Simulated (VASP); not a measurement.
# TaH (Pmmm) in VASP: single point with PBE

Aim: the single point of TaH with PBE.

Program: VASP 6.6.1. These are calculated values, not measurements. Logs are shortened: lines on timing, memory, paths and dates and some standing lists are left out, and cuts for length are marked.

**1. The cell of the first run**

The structure is orthorhombic, space group Pmmm (No. 47). The conventional cell has a = 2.828 Å, b = 2.848 Å, c = 2.867 Å, α = 90.00°, β = 90.00°, γ = 90.00°. Within 2.7 Å of Ta (site symmetry mmm) lie 4 H at 2.02 Å. H (site symmetry mmm) has 4 Ta at 2.02 Å within 2.7 Å.

**2. Single point, PBE**

Input file INCAR:

```
SYSTEM = TaH
PREC     = Accurate       ! precision mode
ENCUT    = 500            ! plane-wave cutoff, eV
EDIFF    = 1E-6           ! SCF threshold, eV
ISMEAR   = 0              ! smearing method
SIGMA    = 0.2            ! smearing width, eV
LREAL    = .False.        ! projectors in reciprocal space
LASPH    = .True.         ! aspherical terms in the spheres
NELM     = 120            ! most SCF steps
ALGO     = Normal         ! electronic algorithm
ISIF     = 2              ! what is computed and relaxed
LWAVE    = .False.        ! write WAVECAR
LCHARG   = .True.         ! write CHGCAR
GGA      = PE             ! functional
LELF     = .True.         ! ELF
LVHAR    = .True.       
NBANDS   = 13             ! bands
GGA_COMPAT= .False.
```

Input file KPOINTS:

```
Automatic mesh
0
Gamma
  8 6 6
  0 0 0
```

Input file POSCAR:

```
TaH
1.0
    2.8667770561      0.0000000000      0.0000000000
    0.0000000000      2.8280523825      0.0000000000
    0.0000000000      0.0000000000      2.8477622784
Ta H
1 1
Direct
    0.5000000000      0.0000000000      0.5000000000
    0.0000000000      0.0000000000      0.0000000000
```

Potentials or basis: VASP PAW PBE potentials, release 64 (Ta_pv, H).

Command:

```console
> cat potpaw_PBE.64/Ta_pv/POTCAR potpaw_PBE.64/H/POTCAR > POTCAR
> mpirun -np 1 vasp_std > vasp.out
```

OUTCAR:

```text
SYSTEM = TaH
   PREC = Accurate
   ENCUT = 500
   EDIFF = 1E-6
   ISMEAR = 0
   LREAL = .False.
   LASPH = .True.
   NELM = 120
   ISIF = 2
   GGA = PE

 ion  position               nearest neighbor table
   1  0.500  0.000  0.500-   2 2.02   2 2.02   2 2.02   2 2.02
   2  0.000  0.000  0.000-   1 2.02   1 2.02   1 2.02   1 2.02

  LATTYP: Found a simple orthorhombic cell.
 ALAT       =     2.8280523825
 B/A-ratio  =     1.0069694239
 C/A-ratio  =     1.0136930539

  Lattice vectors:

 A1 = (   0.0000000000,   2.8280523825,   0.0000000000)
 A2 = (   0.0000000000,   0.0000000000,   2.8477622784)
 A3 = (   2.8667770561,   0.0000000000,   0.0000000000)

Analysis of symmetry for initial positions (statically):
=====================================================================
 Subroutine PRICEL returns:
 Original cell was already a primitive cell.

 Routine SETGRP: Setting up the symmetry group for a
 simple orthorhombic supercell.

 Subroutine GETGRP returns: Found  8 space group operations
 (whereof  8 operations were pure point group operations)
 out of a pool of  8 trial point group operations.

The static configuration has the point symmetry D_2h.

Analysis of symmetry for dynamics (positions and initial velocities):
=====================================================================
 Subroutine PRICEL returns:
 Original cell was already a primitive cell.

 Routine SETGRP: Setting up the symmetry group for a
 simple orthorhombic supercell.

 Subroutine GETGRP returns: Found  8 space group operations
 (whereof  8 operations were pure point group operations)
 out of a pool of  8 trial point group operations.

The dynamic configuration has the point symmetry D_2h.

 Subroutine INISYM returns: Found  8 space group operations
 (whereof  8 operations are pure point group operations),
 and found     1 'primitive' translations

----------------------------------------------------------------------------------------

                                     Primitive cell

  volume of cell :      23.0879

  direct lattice vectors                    reciprocal lattice vectors
     2.866777056  0.000000000  0.000000000     0.348823777  0.000000000  0.000000000
     0.000000000  2.828052383  0.000000000     0.000000000  0.353600240  0.000000000
     0.000000000  0.000000000  2.847762278     0.000000000  0.000000000  0.351152906

  length of vectors
     2.866777056  2.828052383  2.847762278     0.348823777  0.353600240  0.351152906

  position of ions in fractional coordinates (direct lattice)
     0.500000000  0.000000000  0.500000000
     0.000000000  0.000000000  0.000000000

  ion indices of the primitive-cell ions
   primitive index   ion index
                 1           1
                 2           2

----------------------------------------------------------------------------------------

 KPOINTS: Automatic mesh

Automatic generation of k-mesh.
 Grid dimensions read from file:
 generate k-points for:    8    6    6

 Generating k-lattice:

  Cartesian coordinates                     Fractional coordinates (reciprocal lattice)
     0.043602972  0.000000000  0.000000000     0.125000000  0.000000000  0.000000000
     0.000000000  0.058933373  0.000000000     0.000000000  0.166666667  0.000000000
     0.000000000  0.000000000  0.058525484     0.000000000  0.000000000  0.166666667

  Length of vectors
     0.043602972  0.058933373  0.058525484

  Shift w.r.t. Gamma in fractional coordinates (k-lattice)
     0.000000000  0.000000000  0.000000000

 Subroutine IBZKPT returns following result:
 ===========================================

 Found     80 irreducible k-points:

 Following reciprocal coordinates:
            Coordinates               Weight
  0.000000  0.000000  0.000000      1.000000
  0.125000  0.000000  0.000000      2.000000
  0.250000  0.000000  0.000000      2.000000
  0.375000  0.000000  0.000000      2.000000
  0.500000  0.000000  0.000000      1.000000
  0.000000  0.166667  0.000000      2.000000
[... 16 lines left out ...]
  0.250000  0.000000  0.166667      4.000000
  0.375000  0.000000  0.166667      4.000000
 [... further k-points ...]
   k-points           NKPTS =     80   k-points in BZ     NKDIM =     80   number of bands    NBANDS=     13
   number of dos      NEDOS =    301   number of ions     NIONS =      2
   total plane-waves  NPLWV =  13824
   dimension x,y,z NGX =    24 NGY =   24 NGZ =   24
   dimension x,y,z NGXF=    48 NGYF=   48 NGZF=   48
   ions per type =               1   1
   NGX,Y,Z   is equivalent  to a cutoff of  13.92, 14.11, 14.01 a.u.
   NGXF,Y,Z  is equivalent  to a cutoff of  27.84, 28.22, 28.02 a.u.
 SYSTEM =  TaH
   PREC   = accura    normal or accurate (medium, high low for compatibility)
   ISTART =      0    job   : 0-new  1-cont  2-samecut
   ICHARG =      2    charge: 1-file 2-atom 10-const
   ISPIN  =      1    spin polarized calculation?
   LNONCOLLINEAR =      F non collinear calculations
   LSORBIT =      F    spin-orbit coupling
   LASPH  =      T    aspherical Exc in radial PAW
   ENCUT  =  500.0 eV  36.75 Ry    6.06 a.u.   5.23  5.16  5.19*2*pi/ulx,y,z
   NELM   =    120;   NELMIN=  2; NELMDL= -5     # of ELM steps
   EDIFF  = 0.1E-05   stopping-criterion for ELM
   LREAL  =      F    real-space projection
   EDIFFG = 0.1E-04   stopping-criterion for IOM
   NSW    =      0    number of steps for IOM
   IBRION =     -1    ionic relax: 0-MD 1-quasi-New 2-CG
   NFREE  =      0    steps in history (QN), initial steepest desc. (CG)
   ISIF   =      2    stress and relaxation
   ISYM   =      2    0-nonsym 1-usesym 2-fastsym
   POTIM  = 0.5000    time-step for ionic-motion
   TEBEG  =    0.0;   TEEND  =   0.0 temperature during run
   PSTRESS=    0.0 pullay stress
   NELECT =      12.0000    total number of electrons
   NUPDOWN=      -1.0000    fix difference up-down
   EMIN   =  10.00;   EMAX   =-10.00  energy-range for DOS
   EFERMI =   0.00;   METHOD = LEGACY
   ISMEAR =     0;   SIGMA  =   0.20  broadening in eV -4-tet -1-fermi 0-gaus
   EFERMI_NEDOS =   21; number of points for ismear=-14 and -15
   IALGO  =     38    algorithm
   IMIX   =      4    mixing-type and parameters
     AMIX     =   0.40;   BMIX     =  1.00
     AMIX_MAG =   1.60;   BMIX_MAG =  1.00
  volume/ion in A,a.u.               =      11.54        77.90
  Fermi-wavevector in a.u.,A,eV,Ry     =   1.316256  2.487362 23.572483  1.732529
  Thomas-Fermi vector in A             =   2.446380
   LORBIT       =      0    0 simple, 1 ext, 2 COOP (PROOUT), +10 PAW based schemes
   GGA     = PE    functional components
   LHFCALC =     F    Hartree Fock is set to
   AEXX    =    0.0000 exact exchange contribution
   IVDW    =     0    specifies the selected vdW correction
   LEPSILON=     F    determine dielectric tensor
   LRPA    =     F    only Hartree local field effects (RPA)
 non-spin polarized calculation
 Gauss-broadening in eV      SIGMA  =   0.20
  energy-cutoff  :      500.00
  volume of cell :       23.09
 maximum number of plane-waves:       616
 NGX is ok and might be reduce to    24
   NGX = 11   NGY = 11   NGZ = 11

 number of electron      11.9999998 magnetization

 Free energy of the ion-electron system (eV)
  ---------------------------------------------------
  ext. energy  EPLUGINS =         0.00000000
  ---------------------------------------------------
  free energy    TOTEN  =       -14.61481908 eV

  energy without entropy =      -14.60355869  energy(sigma->0) =      -14.60918888

 E-fermi :   4.8225     XC(G=0): -11.7490

 val. band max:        4.7504083333   @ k =   0.3750   0.1667   0.5000
 cond. band min:       4.8294656150   @ k =   0.3750   0.5000   0.1667
 fundamental gap:      0.0790572816
 Fermi energy:         4.8224761431

 k-point     1 :       0.0000    0.0000    0.0000
  band No.  band energies     occupation
      1     -29.3584      2.00000
      2     -29.3296      2.00000
      3     -29.2292      2.00000
      4      -5.3261      2.00000
      5       1.2670      2.00000
      6       1.9376      2.00000
      7       9.3364      0.00000
      8       9.6970      0.00000
      9       9.7660      0.00000
     10      15.1036      0.00000
     11      16.3368      0.00000
     12      16.5463      0.00000
     13      16.6066      0.00000

 k-point     2 :       0.1250    0.0000    0.0000
  band No.  band energies     occupation
      1     -29.4900      2.00000
      2     -29.3183      2.00000
      3     -29.2190      2.00000
      4      -4.8919      2.00000
      5       1.4020      2.00000
      6       2.2051      2.00000
      7       8.5540      0.00000
      8       9.0070      0.00000
      9       9.8143      0.00000
     10      12.9152      0.00000
     11      16.7407      0.00000
     12      17.5437      0.00000
     13      17.6544      0.00000

 k-point     3 :       0.2500    0.0000    0.0000
  band No.  band energies     occupation
      1     -29.7972      2.00000
      2     -29.2909      2.00000
      3     -29.1942      2.00000
      4      -3.7176      2.00000
      5       1.7050      2.00000
      6       2.6240      2.00000
      7       7.1785      0.00000
      8       7.7590      0.00000
      9       9.9333      0.00000
     10      11.0120      0.00000
     11      15.1916      0.00000
     12      18.6384      0.00000
     13      19.5098      0.00000
[... 305 lines left out ...]
 k-point    23 :       0.2500    0.0000    0.1667
  band No.  band energies     occupation
      1     -29.7688      2.00000
      2     -29.5163      2.00000
      3     -29.1759      2.00000
      4      -3.2376      2.00000
      5       1.8083      2.00000
      6       3.4017      2.00000
      7       5.7369      0.00000
      8       7.8762      0.00000
      9       8.9704      0.00000
     10      12.9132      0.00000
     11      15.1447      0.00000
     12      17.1833      0.00000
     13      18.6432      0.00000

 k-point    24 :       0.3750    0.0000    0.1667
  band No.  band energies     occupation
      1     -30.0558      2.00000
      2     -29.4832      2.00000
      3     -29.1513      2.00000
      4      -2.1269      2.00000
      5       1.6353      2.00000
      6       3.3391      2.00000
      7       6.1234      0.00000
      8       6.9782      0.00000
      9       9.1229      0.00000
     10      12.2727      0.00000
     11      13.9533      0.00000
     12      18.4931      0.00000
     13      18.6794      0.00000

 [... further k-points ...]
[... 5 lines left out ...]
  --------------------------------------------------------------------------------------
  -------------------------------------------------------------------------------------
  Total        0.0823382     -0.0577528      0.0217070      0.0000000      0.0000000      0.0000000
  in kB        5.7138254     -4.0077334      1.5063504      0.0000000      0.0000000      0.0000000
  external PRESSURE =       1.0708141 kB  Pullay stress =       0.0000000 kB

 VOLUME and BASIS-vectors are now :
 -----------------------------------------------------------------------------
  energy-cutoff  :      500.00
  volume of cell :       23.09
      direct lattice vectors                 reciprocal lattice vectors
     2.866777056  0.000000000  0.000000000     0.348823777  0.000000000  0.000000000
     0.000000000  2.828052383  0.000000000     0.000000000  0.353600240  0.000000000
     0.000000000  0.000000000  2.847762278     0.000000000  0.000000000  0.351152906

 POSITION                                       TOTAL-FORCE (eV/Angst)
 -----------------------------------------------------------------------------------
      1.43339      0.00000      1.42388         0.000000      0.000000      0.000000
      0.00000      0.00000      0.00000         0.000000      0.000000      0.000000
 -----------------------------------------------------------------------------------
    total drift:                                0.000000      0.000000     -0.000000

  FREE ENERGIE OF THE ION-ELECTRON SYSTEM (eV)
  ---------------------------------------------------
  free  energy   TOTEN  =       -14.6148190752 eV

  energy  without entropy=      -14.6035586881  energy(sigma->0) =      -14.60918888
```

It took 6.8 s on 1 thread of Intel Xeon 6975P-C (Granite Rapids), shared host; peak memory 0.15 GiB.

What came out:

* Free energy: -14.6148 eV
* Pressure: 0.1 GPa
* Band gap on the k mesh: zero (band 6 reaches 7.20 eV, above the bottom of band 7 at 4.37 eV)

Stress tensor (GPa, compression positive):
```
 0.57  0.00  0.00
 0.00 -0.40  0.00
 0.00  0.00  0.15
```

Levels at points of the mesh, in eV from the Fermi level:
```
           k point  band 2  band 3  band 4  band 5  band 6  band 7  band 8  band 9  band 10  band 11
(0.00, 0.00, 0.00)  -34.15  -34.05  -10.15   -3.56   -2.88    4.51    4.87    4.94    10.28    11.51
(0.50, 0.00, 0.00)  -34.07  -33.98   -5.47   -4.48   -2.09    0.96    1.64    5.29     7.53     7.67
(0.00, 0.50, 0.00)  -34.10  -34.07   -8.29   -2.02   -1.04    1.57    1.67    4.86     7.75    12.79
(0.50, 0.50, 0.00)  -34.83  -34.00   -4.11   -3.71   -2.43    1.63    2.34    3.85     6.94    11.26
(0.00, 0.00, 0.50)  -34.10  -33.98   -5.43   -4.42   -2.05    0.81    1.61    5.24     7.48     7.90
(0.50, 0.00, 0.50)  -34.88  -33.91   -8.26   -1.80    2.38    2.44    3.30    3.33     6.93    10.88
(0.00, 0.50, 0.50)  -34.82  -34.02   -4.12   -3.67   -2.36    1.49    2.27    3.91     7.06    11.40
(0.50, 0.50, 0.50)  -34.77  -34.73   -7.21   -2.52   -2.45    5.87    7.16    7.33     8.18     8.25
```

Caveat: the k points lie up to 0.37 Å⁻¹ apart; spin-orbit coupling is left out, which moves the levels of the heavy elements.
